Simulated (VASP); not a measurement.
# Si3Bi (P6/mmm) in VASP: notebook, part 2 of 2

VASP 6.6.1. The steps go on from the part before.

## (4) Relaxation of cell and atoms, PBE

INCAR

```
ALGO = Normal
EDIFF = 1E-6
EDIFFG = -0.04
ENCUT = 600
GGA = PE
IBRION = 2
ISIF = 3
ISMEAR = 0
LASPH = True
LCHARG = False
LREAL = False
LWAVE = False
NELM = 100
NSW = 90
PREC = Accurate
SIGMA = 0.1
```

KPOINTS

```
k-points
0
Gamma
  6 6 6
```

POSCAR

```
Si3Bi
1.0
    4.8204606200      0.0000000000      0.0000000000
   -2.4102303100      4.1746413600      0.0000000000
    0.0000000000      0.0000000000      2.8030766400
Si Bi
3 1
Direct
    0.5000000000      0.0000000000      0.0000000000
    0.0000000000      0.5000000000      0.0000000000
    0.5000000000      0.5000000000      0.0000000000
    0.0000000000      0.0000000000      0.5000000000
```

Potentials or basis: VASP PAW PBE potentials, release 64 (Si, Bi_d).

Launch:

```console
> cat potpaw_PBE.64/Si/POTCAR potpaw_PBE.64/Bi_d/POTCAR > POTCAR
> mpirun -np 1 vasp_std > vasp.out
```

OUTCAR:

```text
EDIFF = 1E-6
   EDIFFG = -0.04
   ENCUT = 600
   GGA = PE
   IBRION = 2
   ISIF = 3
   ISMEAR = 0
   LASPH = True
   LREAL = False
   NELM = 100
   NSW = 90
   PREC = Accurate

 ion  position               nearest neighbor table
   1  0.500  0.000  0.000-   2 2.41   3 2.41   3 2.41   2 2.41   4 2.79   4 2.79   4 2.79   4 2.79

   2  0.000  0.500  0.000-   3 2.41   3 2.41   1 2.41   1 2.41   4 2.79   4 2.79   4 2.79   4 2.79

   3  0.500  0.500  0.000-   2 2.41   2 2.41   1 2.41   1 2.41   4 2.79   4 2.79   4 2.79   4 2.79

   4  0.000  0.000  0.500-   1 2.79   1 2.79   1 2.79   1 2.79   2 2.79   3 2.79   2 2.79   2 2.79
                             3 2.79   2 2.79   3 2.79   3 2.79

  LATTYP: Found a hexagonal cell.
 ALAT       =     4.8204606200
 C/A-ratio  =     0.5814955999

  Lattice vectors:

 A1 = (   4.8204606200,   0.0000000000,   0.0000000000)
 A2 = (  -2.4102303100,   4.1746413600,   0.0000000000)
 A3 = (   0.0000000000,   0.0000000000,   2.8030766400)

Analysis of symmetry for initial positions (statically):
=====================================================================
 Subroutine PRICEL returns:
 Original cell was already a primitive cell.

 Routine SETGRP: Setting up the symmetry group for a
 hexagonal supercell.

 Subroutine GETGRP returns: Found 24 space group operations
 (whereof 24 operations were pure point group operations)
 out of a pool of 24 trial point group operations.

The static configuration has the point symmetry D_6h.

Analysis of symmetry for dynamics (positions and initial velocities):
=====================================================================
 Subroutine PRICEL returns:
 Original cell was already a primitive cell.

 Routine SETGRP: Setting up the symmetry group for a
 hexagonal supercell.

 Subroutine GETGRP returns: Found 24 space group operations
 (whereof 24 operations were pure point group operations)
 out of a pool of 24 trial point group operations.

The dynamic configuration has the point symmetry D_6h.

 Subroutine INISYM returns: Found 24 space group operations
 (whereof 24 operations are pure point group operations),
 and found     1 'primitive' translations

----------------------------------------------------------------------------------------

                                     Primitive cell

  volume of cell :      56.4083

  direct lattice vectors                    reciprocal lattice vectors
     4.820460620  0.000000000  0.000000000     0.207449055  0.119770768  0.000000000
    -2.410230310  4.174641360  0.000000000     0.000000000  0.239541535  0.000000000
     0.000000000  0.000000000  2.803076640     0.000000000  0.000000000  0.356750859

  length of vectors
     4.820460620  4.820460624  2.803076640     0.239541535  0.239541535  0.356750859

  position of ions in fractional coordinates (direct lattice)
     0.500000000  0.000000000  0.000000000
     0.000000000  0.500000000  0.000000000
     0.500000000  0.500000000  0.000000000
     0.000000000  0.000000000  0.500000000

  ion indices of the primitive-cell ions
   primitive index   ion index
                 1           1
                 2           2
                 3           3
                 4           4

----------------------------------------------------------------------------------------

 KPOINTS: k-points

Automatic generation of k-mesh.
 Grid dimensions read from file:
 generate k-points for:    6    6    6

 Generating k-lattice:

  Cartesian coordinates                     Fractional coordinates (reciprocal lattice)
     0.034574842  0.019961795  0.000000000     0.166666667  0.000000000  0.000000000
     0.000000000  0.039923589  0.000000000     0.000000000  0.166666667  0.000000000
     0.000000000  0.000000000  0.059458477     0.000000000  0.000000000  0.166666667

  Length of vectors
     0.039923589  0.039923589  0.059458477

  Shift w.r.t. Gamma in fractional coordinates (k-lattice)
     0.000000000  0.000000000  0.000000000

 Subroutine IBZKPT returns following result:
 ===========================================

 Found     28 irreducible k-points:

 Following reciprocal coordinates:
            Coordinates               Weight
  0.000000  0.000000  0.000000      1.000000
  0.166667  0.000000  0.000000      6.000000
  0.333333 -0.000000  0.000000      6.000000
  0.500000  0.000000  0.000000      3.000000
  0.166667  0.166667  0.000000      6.000000
  0.333333  0.166667  0.000000     12.000000
[... 16 lines left out ...]
  0.166667  0.000000  0.500000      6.000000
  0.333333 -0.000000  0.500000      6.000000
 [... further k-points ...]
   k-points           NKPTS =     28   k-points in BZ     NKDIM =     28   number of bands    NBANDS=     17
   number of dos      NEDOS =    301   number of ions     NIONS =      4
   total plane-waves  NPLWV =  38400
   dimension x,y,z NGX =    40 NGY =   40 NGZ =   24
   dimension x,y,z NGXF=    80 NGYF=   80 NGZF=   48
   ions per type =               3   1
   NGX,Y,Z   is equivalent  to a cutoff of  13.80, 13.80, 14.23 a.u.
   NGXF,Y,Z  is equivalent  to a cutoff of  27.59, 27.59, 28.47 a.u.
 SYSTEM =  unknown system
   PREC   = accura    normal or accurate (medium, high low for compatibility)
   ISTART =      0    job   : 0-new  1-cont  2-samecut
   ICHARG =      2    charge: 1-file 2-atom 10-const
   ISPIN  =      1    spin polarized calculation?
   LNONCOLLINEAR =      F non collinear calculations
   LSORBIT =      F    spin-orbit coupling
   LASPH  =      T    aspherical Exc in radial PAW
   ENCUT  =  600.0 eV  44.10 Ry    6.64 a.u.   9.63  9.63  5.60*2*pi/ulx,y,z
   NELM   =    100;   NELMIN=  2; NELMDL= -5     # of ELM steps
   EDIFF  = 0.1E-05   stopping-criterion for ELM
   LREAL  =      F    real-space projection
   EDIFFG = -.4E-01   stopping-criterion for IOM
   NSW    =     90    number of steps for IOM
   IBRION =      2    ionic relax: 0-MD 1-quasi-New 2-CG
   NFREE  =      1    steps in history (QN), initial steepest desc. (CG)
   ISIF   =      3    stress and relaxation
   ISYM   =      2    0-nonsym 1-usesym 2-fastsym
   POTIM  = 0.5000    time-step for ionic-motion
   TEBEG  =    0.0;   TEEND  =   0.0 temperature during run
   PSTRESS=    0.0 pullay stress
   NELECT =      27.0000    total number of electrons
   NUPDOWN=      -1.0000    fix difference up-down
   EMIN   =  10.00;   EMAX   =-10.00  energy-range for DOS
   EFERMI =   0.00;   METHOD = LEGACY
   ISMEAR =     0;   SIGMA  =   0.10  broadening in eV -4-tet -1-fermi 0-gaus
   EFERMI_NEDOS =   21; number of points for ismear=-14 and -15
   IALGO  =     38    algorithm
   IMIX   =      4    mixing-type and parameters
     AMIX     =   0.40;   BMIX     =  1.00
     AMIX_MAG =   1.60;   BMIX_MAG =  1.00
  volume/ion in A,a.u.               =      14.10        95.17
  Fermi-wavevector in a.u.,A,eV,Ry     =   1.280605  2.419993 22.312863  1.639949
  Thomas-Fermi vector in A             =   2.413023
   LORBIT       =      0    0 simple, 1 ext, 2 COOP (PROOUT), +10 PAW based schemes
   GGA     = PE    functional components
   LHFCALC =     F    Hartree Fock is set to
   AEXX    =    0.0000 exact exchange contribution
   IVDW    =     0    specifies the selected vdW correction
   LEPSILON=     F    determine dielectric tensor
   LRPA    =     F    only Hartree local field effects (RPA)
 conjugate gradient relaxation of ions
 non-spin polarized calculation
 Gauss-broadening in eV      SIGMA  =   0.10
  energy-cutoff  :      600.00
  volume of cell :       56.41
 maximum number of plane-waves:      1907
 NGX is ok and might be reduce to    40
   NGX = 19   NGY = 19   NGZ = 11

--------------------------------------- Ionic step        1  -------------------------------------------

 number of electron      26.9999995 magnetization

 Free energy of the ion-electron system (eV)
  ---------------------------------------------------
  ext. energy  EPLUGINS =         0.00000000
  ---------------------------------------------------
  free energy    TOTEN  =       -14.42590380 eV

  energy without entropy =      -14.41309351  energy(sigma->0) =      -14.41949865

 E-fermi :  13.2261     XC(G=0): -12.1298

 val. band max:       13.1718108309   @ k =   0.3333   0.1667   0.3333
 cond. band min:      13.2711139228   @ k =   0.3333   0.1667   0.1667
 fundamental gap:      0.0993030919
 Fermi energy:        13.2261245950
[... 1067 lines left out ...]
      6      -3.8514      2.00000
[... 9 lines left out ...]
     16       9.5347      0.00000
     17      10.4935      0.00000

 [... further k-points ...]

[... ionic steps 4 to 13 ...]

--------------------------------------- Ionic step       14  -------------------------------------------

 number of electron      26.9999995 magnetization

------------------------ aborting loop because EDIFF is reached ----------------------------------------
[... 71 lines left out ...]
--------------------------------------- Ionic step       16  -------------------------------------------

 number of electron      27.0000001 magnetization

 Free energy of the ion-electron system (eV)
  ---------------------------------------------------
  ext. energy  EPLUGINS =         0.00000000
  ---------------------------------------------------
  free energy    TOTEN  =       -17.78225084 eV

  energy without entropy =      -17.76978269  energy(sigma->0) =      -17.77601677

 E-fermi :   7.3376     XC(G=0): -10.0798

 val. band max:        7.3323043117   @ k =   0.1667   0.0000   0.5000
 cond. band min:       7.3884910923   @ k =   0.1667   0.1667   0.1667
 fundamental gap:      0.0561867806
 Fermi energy:         7.3376299248
[... 511 lines left out ...]
  FREE ENERGIE OF THE ION-ELECTRON SYSTEM (eV)
  ---------------------------------------------------
  free  energy   TOTEN  =       -17.7822508433 eV

  energy  without entropy=      -17.7697826868  energy(sigma->0) =      -17.77601677

 reached required accuracy - stopping structural energy minimisation
```

OSZICAR:

```text
N       E                     dE             d eps       ncg     rms          rms(c)
DAV:   1     0.204191496460E+03    0.20419E+03   -0.14441E+04   952   0.191E+03
DAV:   2     0.170406071218E+01   -0.20249E+03   -0.19872E+03   970   0.432E+02
DAV:   3    -0.144310637839E+02   -0.16135E+02   -0.15666E+02  1304   0.107E+02
DAV:   4    -0.148829186876E+02   -0.45185E+00   -0.44949E+00  1171   0.171E+01
[... 155 lines left out ...]
DAV:   2    -0.177834190039E+02    0.27565E-02   -0.75940E-03  1106   0.706E-01    0.181E-01
DAV:   3    -0.177823157044E+02    0.11033E-02   -0.19976E-03  1077   0.320E-01    0.510E-02
DAV:   4    -0.177822525163E+02    0.63188E-04   -0.35285E-04  1255   0.138E-01    0.131E-02
DAV:   5    -0.177822506330E+02    0.18833E-05   -0.36365E-05  1310   0.489E-02    0.444E-03
DAV:   6    -0.177822508433E+02   -0.21028E-06   -0.43023E-06   960   0.184E-02
  16 F= -.17782251E+02 E0= -.17776017E+02  d E =-.154068E-02
```

Wall time 9.7 min (1 thread of Oxide Virtual Turin-like, shared host); peak memory 0.17 GiB.

Results:

- Free energy: -17.7823 eV
- Relaxed volume: 21.62 Å³/atom
- Relaxed cell: a = 4.984 Å, b = 4.984 Å, c = 4.020 Å, α = 90.00°, β = 90.00°, γ = 120.00°
- Space group after relaxing (to 0.05 Å): P6/mmm (No. 191)
- Energy gained by relaxing: 839.1 meV/atom
- Ionic steps: 16
- Pressure after relaxing: 0.2 GPa

Step by step:
| step | energy change (eV) | largest force (eV/Å) | pressure (GPa) | volume (Å³) |
| --- | --- | --- | --- | --- |
| 1 | 0.0000 | 0.0000 | 55.42 | 56.41 |
| 2 | -1.9021 | 0.0000 | -10.12 | 106.32 |
| 3 | -2.9903 | 0.0000 | -0.02 | 80.41 |
| 4 | -2.9900 | 0.0000 | 0.45 | 79.87 |
| 5 | -3.0241 | 0.0000 | 0.48 | 80.20 |
| 6 | -3.0516 | 0.0000 | 0.64 | 80.55 |
| 7 | -3.1104 | 0.0000 | 1.28 | 81.10 |
| 8 | -3.3038 | 0.0000 | 2.45 | 81.51 |
| 9 | -2.7865 | 0.0000 | 11.57 | 79.92 |
| 10 | -3.3006 | 0.0000 | 3.85 | 81.46 |
| 11 | -3.3307 | 0.0000 | 2.45 | 83.33 |
| 12 | -3.3438 | 0.0000 | -0.76 | 88.75 |
| 13 | -3.3548 | 0.0000 | 0.50 | 86.46 |
| 14 | -3.3548 | 0.0000 | 0.43 | 86.56 |
| 15 | -3.3558 | 0.0000 | 0.34 | 86.53 |
| 16 | -3.3563 | 0.0000 | 0.23 | 86.48 |

Final structure:
```
Si Bi
1.0
     4.98372    0.00000    0.00000
    -2.49186    4.31603    0.00000
     0.00000    0.00000    4.02030
Si Bi
3 1
Direct
  0.50000 0.00000 0.00000
  0.00000 0.50000 0.00000
  0.50000 0.50000 0.00000
  0.00000 0.00000 0.50000
```

Caveat: the k points lie up to 0.26 Å⁻¹ apart in the final cell; the volume moved by over 15 % at a fixed basis, so the end points are rough; spin-orbit coupling is left out, which moves the levels of the heavy elements.

## (5) Single point, PBE

This run uses another cell than the first one, of 21.75 Å³/atom, 1.542 times its volume.

INCAR

```
ALGO = Normal
EDIFF = 1E-7
ENCUT = 520
GGA = PE
ISIF = 2
ISMEAR = 0
LASPH = True
LCHARG = False
LREAL = False
LWAVE = False
NBANDS = 22
NELM = 80
PREC = Accurate
SIGMA = 0.1
```

KPOINTS

```
k-points
0
Gamma
  12 12 12
```

POSCAR

```
Si3Bi
1.0
    4.9717992544      0.0000000000      0.0000000000
   -2.4858996272      4.3057044568      0.0000000000
    0.0000000000      0.0000000000      4.0636875378
Si Bi
3 1
Direct
    0.5000000000      0.0000000000      0.0000000000
    0.0000000000      0.5000000000      0.0000000000
    0.5000000000      0.5000000000      0.0000000000
    0.0000000000      0.0000000000      0.5000000000
```

Launch:

```console
> cat potpaw_PBE.64/Si/POTCAR potpaw_PBE.64/Bi_d/POTCAR > POTCAR
> mpirun -np 1 vasp_std > vasp.out
```

Run time: 6.3 min. Hardware: 1 thread of Oxide Virtual Turin-like, shared host; peak memory 0.33 GiB.

The run converged. Its results:

```yaml
Free_energy: -17.7975 eV
Pressure: -0.1 GPa
```

Stress tensor (GPa, compression positive):
```
-0.08  0.00  0.00
 0.00 -0.08  0.00
 0.00  0.00 -0.01
```

Levels at points of the mesh, in eV from the Fermi level:
```csv
k point,band 11,band 12,band 13,band 14,band 15,band 16
"(0.00, 0.00, 0.00)",-4.37,-4.37,-3.19,1.70,3.29,3.29
"(0.50, 0.00, 0.00)",-1.41,-0.92,-0.69,0.97,1.11,2.34
"(0.00, 0.00, 0.50)",-2.77,-2.77,-2.22,-1.64,-0.99,-0.99
"(0.50, 0.00, 0.50)",-4.93,-2.24,-1.27,1.21,1.70,2.00
```

Caveat: spin-orbit coupling is left out, which moves the levels of the heavy elements.

## (6) Relaxation of cell and atoms, PBE

This run uses another cell than the first one, of 21.46 Å³/atom, 1.522 times its volume.

INCAR

```
SYSTEM = Si3Bi
ALGO = Normal ; EDIFF = 1E-7
EDIFFG = -0.01 ; ENCUT = 600
GGA = PE ; IBRION = 2
ISIF = 3 ; ISMEAR = 0
LASPH = .TRUE. ; LCHARG = .FALSE.
LREAL = .FALSE. ; LWAVE = .FALSE.
NELM = 60 ; NSW = 100
PREC = Accurate ; SIGMA = 0.1
```

KPOINTS

```
k-points
0
G
  12 12 12
  0 0 0
```

POSCAR

```
Si3Bi
1.0
    5.0436579427      0.0000000000      0.0000000000
   -2.5218289713      4.3679359063      0.0000000000
    0.0000000000      0.0000000000      3.8961563021
Si Bi
3 1
Direct
    0.5000000000      0.0000000000      0.0000000000
    0.0000000000      0.5000000000      0.0000000000
    0.5000000000      0.5000000000      0.0000000000
    0.0000000000      0.0000000000      0.5000000000
```

Potentials or basis: VASP PAW PBE potentials, release 64 (Si, Bi_d).

Launch:

```console
> cat potpaw_PBE.64/Si/POTCAR potpaw_PBE.64/Bi_d/POTCAR > POTCAR
> mpirun -np 1 vasp_std > vasp.out
```

Run time: 18 min. Hardware: 1 thread of Oxide Virtual Turin-like, shared host; peak memory 0.36 GiB.

Results (log left out):

* Free energy: -17.7975 eV
* Relaxed volume: 21.75 Å³/atom
* Relaxed cell: a = 4.970 Å, b = 4.970 Å, c = 4.067 Å, α = 90.00°, β = 90.00°, γ = 120.00°
* Space group after relaxing (to 0.05 Å): P6/mmm (No. 191)
* Energy gained by relaxing: 5.8 meV/atom
* Ionic steps: 7
* Pressure after relaxing: 0.0 GPa

Step by step:
```tsv
step	energy change (eV)	largest force (eV/Å)	pressure (GPa)	volume (Å³)
1	0.0000	0.0000	-0.26	85.83
2	-0.0083	0.0000	0.35	85.39
3	-0.0120	0.0000	1.35	84.69
4	-0.0156	0.0000	1.22	85.05
5	-0.0202	0.0000	0.83	86.10
6	-0.0227	0.0000	0.35	86.61
7	-0.0232	0.0000	-0.01	87.02
```

Final structure:
```
CELL_PARAMETERS angstrom
4.97030 0.00000 0.00000
-2.48515 4.30440 0.00000
0.00000 0.00000 4.06735
ATOMIC_POSITIONS crystal
Si 0.50000 0.00000 0.00000
Si 0.00000 0.50000 0.00000
Si 0.50000 0.50000 0.00000
Bi 0.00000 0.00000 0.50000
```

Levels at points of the mesh, in eV from the Fermi level:
```
           k point  band 10  band 11  band 12  band 13  band 14  band 15  band 16  band 17
(0.00, 0.00, 0.00)    -4.43    -4.36    -4.36    -3.20     1.69     3.29     3.29     3.39
(0.50, 0.00, 0.00)    -2.49    -1.42    -0.93    -0.70     0.98     1.12     2.34     2.45
(0.00, 0.00, 0.50)    -3.94    -2.77    -2.77    -2.22    -1.64    -0.99    -0.99     0.96
(0.50, 0.00, 0.50)    -5.17    -4.93    -2.24    -1.27     1.22     1.70     2.01     2.97
```

Caveat: spin-orbit coupling is left out, which moves the levels of the heavy elements.

## (7) Overview

| task | cell | k mesh | cutoff (eV) | gap on the mesh (eV) | pressure (GPa) | relaxed volume (Å³/atom) |
| --- | --- | --- | --- | --- | --- | --- |
| single point | a = 4.820, b = 4.820, c = 2.803 Å, angles 90.0, 90.0, 120.0°, 4 atoms | 6 × 6 × 6 | 520 | none | 55.3 | - |
| single point | a = 5.044, b = 5.044, c = 3.896 Å, angles 90.0, 90.0, 120.0°, 4 atoms | 6 × 6 × 6 | 520 | none | -0.1 | - |
| relaxation of cell and atoms | relaxed from a = 4.820, b = 4.820, c = 2.803 Å, angles 90.0, 90.0, 120.0°, 4 atoms | 6 × 6 × 6 | 600 | none | 0.2 | 21.62 |
| single point | a = 4.972, b = 4.972, c = 4.064 Å, angles 90.0, 90.0, 120.0°, 4 atoms | 12 × 12 × 12 | 520 | none | -0.1 | - |
| relaxation of cell and atoms | relaxed from a = 5.044, b = 5.044, c = 3.896 Å, angles 90.0, 90.0, 120.0°, 4 atoms | 12 × 12 × 12 | 600 | none | 0.0 | 21.75 |

Alike in all rows: level PBE; potentials or basis VASP PAW PBE potentials, release 64 (Si, Bi_d); no spin polarisation; smearing gaussian 0.1 eV.

Caveats: some runs use coarse meshes; spin-orbit coupling is left out, which moves the levels of the heavy elements; the volume moved by over 15 % at a fixed basis, so the end points are rough (some runs).

Absolute energies hang on the potentials; compare differences alone.
